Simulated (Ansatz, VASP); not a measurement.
# ZnS in VASP and in Ansatz

INCAR

```
  ALGO = Normal
  EDIFF = 1E-6
  ENCUT = 520
  GGA = PE
  ISIF = 2
  ISMEAR = 0
  LASPH = True
  LCHARG = False
  LREAL = False
  LWAVE = False
  NBANDS = 16
  NELM = 60
  PREC = Accurate
  SIGMA = 0.014
```

The input KPOINTS:

```
k-points
0
Gamma
  9 9 9
```

The input POSCAR:

```
ZnS
1.0
    0.0000000000      2.7020000000      2.7020000000
    2.7020000000      0.0000000000      2.7020000000
    2.7020000000      2.7020000000      0.0000000000
Zn S
1 1
Direct
    0.7500000000      0.7500000000      0.7500000000
    0.0000000000      0.0000000000      0.0000000000
```

The input input.yaml:

```yaml
crystal:
  lattice:
    - [0.0, 2.702, 2.702]
    - [2.702, 0.0, 2.702]
    - [2.702, 2.702, 0.0]
  atoms:
    - { symbol: Zn, position: [0.75, 0.75, 0.75] }
    - { symbol: S, position: [0.0, 0.0, 0.0] }
kpoints:
  mp_grid: { grid: [9, 9, 9] }
scf:
  occupations: { method: gaussian, width: 0.014 }
hamiltonian:
  xc: pbe
  pseudopotentials: { kind: all_electron, lapw: { basis_error: 0.001 } }
output:
  forces: true
  stress: true
  eigenvalues: true
```

Alike in both runs: task single point; functional PBE; k mesh 9 × 9 × 9; occupations gaussian, width 0.014 eV; no spin polarisation.

|  | VASP | Ansatz |
| --- | --- | --- |
| version | VASP 6.6.1 | Ansatz 0.2.0 |
| potentials or method | VASP PAW PBE potentials, release 64 (Zn, S), cutoff 520 eV | all-electron LAPW, scalar-relativistic |

|  | VASP | Ansatz | Ansatz less VASP |
| --- | --- | --- | --- |
| gap on the k mesh at the Fermi level (eV) | 2.11 | 2.11 | -0.002 |
| least direct gap on the mesh (eV) | 2.11 | 2.11 | -0.002 |
| pressure (GPa) | 1.8 | 1.6 | -0.15 |

Ansatz ran all-electron here, and VASP with PAW potentials.
